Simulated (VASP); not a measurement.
Wanted: the native input for a VASP 6.6.1 run.

```
Task                   : single point
Functional             : LDA
Potentials or basis    : VASP PAW LDA potentials, release 64 (B, N)
Cutoff                 : 600 eV
k mesh                 : 12 × 12 × 12
Occupations            : gaussian, width 0.01 eV
Spin                   : no spin polarisation
Dipole correction      : no
Further INCAR settings : ALGO = Normal; EDIFF = 1e-06; NBANDS = 11
```

The structure of BN lies in POSCAR:

```
BN
1.0
    0.0000000000      1.7887858587      1.7887858587
    1.7887858587      0.0000000000      1.7887858587
    1.7887858587      1.7887858587      0.0000000000
B N
1 1
Direct
    0.0000000000      0.0000000000      0.0000000000
    0.7500000000      0.7500000000      0.7500000000
```

These files were run (other wordings do the same):

INCAR

```
PREC     = Accurate       # precision mode
ENCUT    = 600            # plane-wave cutoff, eV
EDIFF    = 1E-6           # SCF threshold, eV
ISMEAR   = 0              # smearing method
SIGMA    = 0.01           # smearing width, eV
LREAL    = F              # projectors in reciprocal space
LASPH    = T              # aspherical terms in the spheres
NELM     = 120            # most SCF steps
ALGO     = Normal         # electronic algorithm
ISIF     = 2              # what is computed and relaxed
LWAVE    = F              # write WAVECAR
LCHARG   = F              # write CHGCAR
NBANDS   = 11             # bands
GGA_COMPAT= F
```

KPOINTS

```
Automatic mesh
0
Gamma
  12 12 12
```

Potentials or basis: VASP PAW LDA potentials, release 64 (B, N).

Run with:

```console
$ cat potpaw_LDA.64/B/POTCAR potpaw_LDA.64/N/POTCAR > POTCAR
$ mpirun -np 1 vasp_std > vasp.out
```

Results of the run:

The pressure is 1.8 GPa and the band gap on the k mesh is 4.38 eV, indirect (least direct gap 8.83 eV).

Wall time 8.1 s on 1 thread of AMD EPYC 9R45 (Zen 5), on a shared host, peak memory 0.09 GiB.
